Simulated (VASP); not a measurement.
A run of VASP 6.6.1:

Contents of INCAR:

```
PREC = Accurate
ENCUT = 600
EDIFF = 1E-6
ISMEAR = 0
SIGMA = 0.02
LREAL = False
LASPH = True
NELM = 120
ALGO = Normal
ISIF = 2
LWAVE = False
LCHARG = False
GGA = PS
NBANDS = 78
GGA_COMPAT = False
```

File KPOINTS:

```
regular mesh
0
Gamma
  8 8 4
```

The input POSCAR:

```
Nb3N5
1.0
    1.8877541928     -4.9484330201      0.0000000000
    1.8877541928      4.9484330201      0.0000000000
    0.0000000000      0.0000000000      9.8668744204
Nb N
6 10
Direct
    0.8672675418      0.1327324582      0.4409389786
    0.8672675418      0.1327324582      0.0590610214
    0.7950618626      0.2049381374      0.7500000000
    0.2049381374      0.7950618626      0.2500000000
    0.1327324582      0.8672675418      0.5590610214
    0.1327324582      0.8672675418      0.9409389786
    0.6880499479      0.3119500521      0.9291601908
    0.9532893366      0.0467106634      0.6242938518
    0.9532893366      0.0467106634      0.8757061482
    0.6880499479      0.3119500521      0.5708398092
    0.7668940593      0.2331059407      0.2500000000
    0.0467106634      0.9532893366      0.3757061482
    0.3119500521      0.6880499479      0.0708398092
    0.3119500521      0.6880499479      0.4291601908
    0.2331059407      0.7668940593      0.7500000000
    0.0467106634      0.9532893366      0.1242938518
```

Potentials or basis: VASP PAW PBE potentials, release 64 (Nb_sv, N).

Command:

```sh
$ cat potpaw_PBE.64/Nb_sv/POTCAR potpaw_PBE.64/N/POTCAR > POTCAR
$ mpirun -np 1 vasp_std > vasp.out
```

Hardware: 1 thread of Oxide Virtual Turin-like Processor (shared host).

Problem. How long does it take, and how much memory?

Solution. It took 37 min on 1 thread of Oxide Virtual Turin-like Processor (shared host), peak memory 0.86 GiB. Counts: scf iterations 16, k points 63.
